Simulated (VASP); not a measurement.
Input of a VASP 6.6.1 run:

File INCAR:

```
SYSTEM = Ge6Cl
PREC = Accurate ; ENCUT = 520
EDIFF = 1E-7 ; ISMEAR = 0
SIGMA = 0.1 ; LREAL = .FALSE.
LASPH = .TRUE. ; NELM = 100
ALGO = Normal ; ISIF = 2
LWAVE = .FALSE. ; LCHARG = .TRUE.
LDIPOL = .TRUE. ; IDIPOL = 3
DIPOL = 0.5 0.5 0.333 ; GGA = PE
LELF = .TRUE. ; LVHAR = .TRUE.
LVACPOTAV = .TRUE. ; NBANDS = 54
```

KPOINTS

```
Automatic mesh
0
G
  7 5 1
  0 0 0
```

POSCAR

```
Ge6Cl
1.0
    4.0740542216      0.0000000000      0.0000000000
    0.0000000000      5.7615827340      0.0000000000
    0.0000000000      0.0000000000     19.5242196567
Ge Cl
6 1
Direct
    0.5000000000      0.0000000000      0.2048737450
    0.0000000000      0.2500000000      0.2048737450
    0.0000000000      0.5005156580      0.3087424243
    0.5000000000      0.7494843420      0.3087424243
    0.5000000000      0.0069199668      0.4109879830
    0.0000000000      0.2430800332      0.4109879830
    0.6666666667      0.5069199668      0.4824133054
```

Potentials or basis: VASP PAW PBE potentials, release 64 (Ge_d, Cl).

Run with:

```bash
$ cat potpaw_PBE.64/Ge_d/POTCAR potpaw_PBE.64/Cl/POTCAR > POTCAR
$ mpirun -np 1 vasp_std > vasp.out
```

(1) What does it give for the largest force?

(2) Estimate the band gap on the k mesh.

Answers

(1) 1.189 eV/Å.

(2) zero (an odd number of electrons rules out a gap without spin polarisation).

Caveat: an odd number of electrons without spin polarisation forces a metal; a magnetic or distorted state may lie lower.
